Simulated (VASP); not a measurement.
Ga4TeAs, 6 atoms in the cell. Symmetry: P4/mmm, No. 123, tetragonal system. The conventional cell has a = 4.090 Å, b = 4.090 Å, c = 7.188 Å, α = 90.00°, β = 90.00°, γ = 90.00°. Within 2.7 Å of Ga (site symmetry mmm) lie 2 As at 2.04 Å. Ga (site symmetry 4mm) has 1 As at 1.97 Å within 2.6 Å. Within 4.4 Å of Te (site symmetry 4/mmm) lie 16 Ga at 3.32 to 4.13 Å and 4 Te at 4.09 Å. Within 2.6 Å of As (site symmetry 4/mmm) lie 6 Ga at 1.97 to 2.04 Å. 

| Item | Value |
| --- | --- |
| Program | VASP 6.6.1 |
| Task | single point |
| Functional | PBE |
| Potentials or basis | VASP PAW PBE potentials, release 64 (Ga_d, Te, As) |
| Cutoff | 520 eV |
| k mesh | 4 × 4 × 4 |
| Occupations | gaussian, width 0.1 eV |
| Spin | no spin polarisation |
| Dipole correction | no |
| Further INCAR settings | ALGO = Normal; EDIFF = 1e-06; NBANDS = 40 |

Potentials or basis: VASP PAW PBE potentials, release 64 (Ga_d, Te, As).

The run is started by

```sh
$ cat potpaw_PBE.64/Ga_d/POTCAR potpaw_PBE.64/Te/POTCAR potpaw_PBE.64/As/POTCAR > POTCAR
$ mpirun -np 1 vasp_std > vasp.out
```

Hardware: 1 thread of Intel(R) Xeon(R) Platinum 8488C (Sapphire Rapids) (shared host).

Task: Estimate the wall time of this run.

Result: It took 73 s on 1 thread of Intel(R) Xeon(R) Platinum 8488C (Sapphire Rapids) (shared host), peak memory 0.25 GiB. Counts: scf iterations 16, k points 18.
